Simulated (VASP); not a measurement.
# WC (P-6m2) in VASP: further runs, part 3 of 3

VASP 6.6.1. The steps go on from the part before.

## (4) Single point, PBE

INCAR

```
PREC = Accurate ; ENCUT = 600
EDIFF = 1E-6 ; ISMEAR = 1
SIGMA = 0.2 ; LREAL = F
LASPH = T ; NELM = 120
ALGO = Normal ; ISIF = 2
LWAVE = F ; LCHARG = T
GGA = PE ; LELF = T
LVHAR = T ; NBANDS = 16
GGA_COMPAT = F
```

KPOINTS

```
regular mesh
0
Gamma
  11 11 10
```

POSCAR

```
WC
1.0
    2.9065000000      0.0000000000      0.0000000000
   -1.4532500000      2.5171028400      0.0000000000
    0.0000000000      0.0000000000      2.8366000000
W C
1 1
Direct
    0.0000000000      0.0000000000      0.0000000000
    0.6666666667      0.3333333333      0.5000000000
```

Potentials or basis: VASP PAW PBE potentials, release 64 (W_sv, C).

Run with:

```bash
cat potpaw_PBE.64/W_sv/POTCAR potpaw_PBE.64/C/POTCAR > POTCAR
mpirun -np 1 vasp_std > vasp.out
```

OUTCAR:

```text
PREC = Accurate
   ENCUT = 600
   EDIFF = 1E-6
   ISMEAR = 1
   LREAL = F
   LASPH = T
   NELM = 120
   ISIF = 2
   GGA = PE

 ion  position               nearest neighbor table
   1  0.000  0.000  0.000-   2 2.20   2 2.20   2 2.20   2 2.20   2 2.20   2 2.20
   2  0.667  0.333  0.500-   1 2.20   1 2.20   1 2.20   1 2.20   1 2.20   1 2.20

  LATTYP: Found a hexagonal cell.
 ALAT       =     2.9065000000
 C/A-ratio  =     0.9759504559

  Lattice vectors:

[... 641 lines left out ...]

 [... further k-points ...]

------------------------ aborting loop because EDIFF is reached ----------------------------------------

  FORCE on cell =-STRESS in cart. coord.  units (eV):
  Direction    XX          YY          ZZ          XY          YZ          ZX
  --------------------------------------------------------------------------------------
  -------------------------------------------------------------------------------------
  Total        0.8725526      0.8725526      0.8601102      0.0000000      0.0000000      0.0000000
  in kB       67.3647650     67.3647652     66.4041621      0.0000000      0.0000000      0.0000000
  external PRESSURE =      67.0445641 kB  Pullay stress =       0.0000000 kB

 VOLUME and BASIS-vectors are now :
 -----------------------------------------------------------------------------
  energy-cutoff  :      600.00
  volume of cell :       20.75
      direct lattice vectors                 reciprocal lattice vectors
     2.906500000  0.000000000  0.000000000     0.344056425  0.198641069  0.000000000
    -1.453250000  2.517102840  0.000000000     0.000000000  0.397282139  0.000000000
     0.000000000  0.000000000  2.836600000     0.000000000  0.000000000  0.352534725

 POSITION                                       TOTAL-FORCE (eV/Angst)
 -----------------------------------------------------------------------------------
      0.00000      0.00000      0.00000        -0.000000      0.000000      0.000000
      1.45325      0.83903      1.41830         0.000000     -0.000000      0.000000
 -----------------------------------------------------------------------------------
    total drift:                                0.000000      0.000000      0.000000

  FREE ENERGIE OF THE ION-ELECTRON SYSTEM (eV)
  ---------------------------------------------------
  free  energy   TOTEN  =       -22.4438075658 eV

  energy  without entropy=      -22.4440876551  energy(sigma->0) =      -22.44390093
```

stdout:

```text
POSCAR found type information on POSCAR W C
 POSCAR found :  2 types and       2 ions
 scaLAPACK will be used
 LDA part: xc-table for (Slater+PW92), standard interpolation
 POSCAR, INCAR and KPOINTS ok, starting setup
 FFT: planning ... GRIDC
 FFT: planning ... GRID_SOFT
 FFT: planning ... GRID
 WAVECAR not read
 entering main loop
```

Run time: 13 s. Hardware: 1 thread of Intel Xeon 6975P-C (Granite Rapids), shared host; peak memory 0.16 GiB.

Results:

* Free energy: -22.4438 eV
* Pressure: 6.7 GPa
* Band gap on the k mesh: zero (bands 9 and 10 overlap by 1.23 eV)

Levels at points of the mesh, in eV from the Fermi level:
```csv
k point,band 7,band 8,band 9,band 10,band 11,band 12
"(0.00, 0.00, 0.00)",-3.38,-3.38,0.04,3.19,3.19,5.58
"(0.00, 0.00, 0.50)",-2.06,-2.06,-0.63,-0.63,3.62,4.48
```

Caveat: the cell stands under pressure; spin-orbit coupling is left out, which moves the levels of the heavy elements.

## (5) Single point, PBE

INCAR

```
PREC = Accurate
ENCUT = 600
EDIFF = 1E-6
ISMEAR = 1
SIGMA = 0.1
LREAL = False
LASPH = True
NELM = 120
ALGO = Normal
ISIF = 2
LWAVE = False
LCHARG = True
GGA = PE
LELF = True
LVHAR = True
NBANDS = 16
GGA_COMPAT = False
```

KPOINTS is that of step 4.

POSCAR is that of step 4.

Potentials or basis: VASP PAW PBE potentials, release 64 (W_sv, C).

Run with:

```bash
cat potpaw_PBE.64/W_sv/POTCAR potpaw_PBE.64/C/POTCAR > POTCAR
mpirun -np 1 vasp_std > vasp.out
```

OUTCAR:

```text
PREC = Accurate
   ENCUT = 600
   EDIFF = 1E-6
   ISMEAR = 1
   LREAL = False
   LASPH = True
   NELM = 120
   ISIF = 2
   GGA = PE

 ion  position               nearest neighbor table
   1  0.000  0.000  0.000-   2 2.20   2 2.20   2 2.20   2 2.20   2 2.20   2 2.20
   2  0.667  0.333  0.500-   1 2.20   1 2.20   1 2.20   1 2.20   1 2.20   1 2.20

  LATTYP: Found a hexagonal cell.
 ALAT       =     2.9065000000
 C/A-ratio  =     0.9759504559

  Lattice vectors:

 A1 = (   2.9065000000,   0.0000000000,   0.0000000000)
 A2 = (  -1.4532500000,   2.5171028400,   0.0000000000)
 A3 = (   0.0000000000,   0.0000000000,   2.8366000000)

Analysis of symmetry for initial positions (statically):
=====================================================================
 Subroutine PRICEL returns:
 Original cell was already a primitive cell.

 Routine SETGRP: Setting up the symmetry group for a
 hexagonal supercell.

 Subroutine GETGRP returns: Found 12 space group operations
 (whereof 12 operations were pure point group operations)
 out of a pool of 24 trial point group operations.

The static configuration has the point symmetry D_3h.

[... 161 lines left out ...]
 E-fermi :  11.1268     XC(G=0): -13.8005

 val. band max:       11.0676396210   @ k =   0.4545   0.0909   0.5000
 cond. band min:      11.1325434935   @ k =   0.2727   0.2727   0.0000
 fundamental gap:      0.0649038725
 Fermi energy:        11.1268498478

 k-point     1 :       0.0000    0.0000    0.0000
  band No.  band energies     occupation
      1     -62.9324      2.00000
      2     -26.9129      2.00000
      3     -26.8101      2.00000
      4     -26.8101      2.00000
      5      -3.3723      2.00000
      6       6.7633      2.00000
[... 433 lines left out ...]
      3     -26.9317      2.00000
      4     -26.9084      2.00000
      5      -1.8201      2.00000
      6       5.8242      2.00000
[... 8 lines left out ...]
     15      24.6304      0.00000
     16      28.8829      0.00000

 [... further k-points ...]

------------------------ aborting loop because EDIFF is reached ----------------------------------------

  FORCE on cell =-STRESS in cart. coord.  units (eV):
  Direction    XX          YY          ZZ          XY          YZ          ZX
  --------------------------------------------------------------------------------------
  -------------------------------------------------------------------------------------
  Total        0.8707094      0.8707094      0.8797420     -0.0000000      0.0000000      0.0000000
  in kB       67.2224669     67.2224671     67.9198181     -0.0000000      0.0000000      0.0000000
  external PRESSURE =      67.4549173 kB  Pullay stress =       0.0000000 kB

 VOLUME and BASIS-vectors are now :
 -----------------------------------------------------------------------------
  energy-cutoff  :      600.00
  volume of cell :       20.75
      direct lattice vectors                 reciprocal lattice vectors
     2.906500000  0.000000000  0.000000000     0.344056425  0.198641069  0.000000000
    -1.453250000  2.517102840  0.000000000     0.000000000  0.397282139  0.000000000
     0.000000000  0.000000000  2.836600000     0.000000000  0.000000000  0.352534725

 POSITION                                       TOTAL-FORCE (eV/Angst)
 -----------------------------------------------------------------------------------
      0.00000      0.00000      0.00000         0.000000      0.000000      0.000000
      1.45325      0.83903      1.41830        -0.000000      0.000000      0.000000
 -----------------------------------------------------------------------------------
    total drift:                                0.000000      0.000000      0.000000

  FREE ENERGIE OF THE ION-ELECTRON SYSTEM (eV)
  ---------------------------------------------------
  free  energy   TOTEN  =       -22.4439962599 eV

  energy  without entropy=      -22.4441177187  energy(sigma->0) =      -22.44403675
```

It took 12 s on 1 thread of Intel Xeon 6975P-C (Granite Rapids), shared host; peak memory 0.16 GiB.

What came out:

| Property | Result |
| --- | --- |
| Free energy | -22.4440 eV |
| Pressure | 6.7 GPa |
| Band gap on the k mesh | zero (bands 9 and 10 overlap by 1.23 eV) |

Caveat: the cell stands under pressure; spin-orbit coupling is left out, which moves the levels of the heavy elements.

## (6) Overview

```tsv
smearing	gap on the mesh (eV)	pressure (GPa)
methfessel-paxton 0.5 eV	none	6.5
methfessel-paxton 0.3 eV	none	6.6
methfessel-paxton 0.2 eV	none	6.7
methfessel-paxton 0.1 eV	none	6.7
```

Alike in all rows: task single point; level PBE; potentials or basis VASP PAW PBE potentials, release 64 (W_sv, C); no spin polarisation; cell as given; k mesh 11 × 11 × 10; cutoff (eV) 600.

Caveats: the cell stands under pressure; spin-orbit coupling is left out, which moves the levels of the heavy elements; so wide a smearing shifts energies and pressures (at least some runs).

Absolute energies hang on the potentials; compare differences alone.
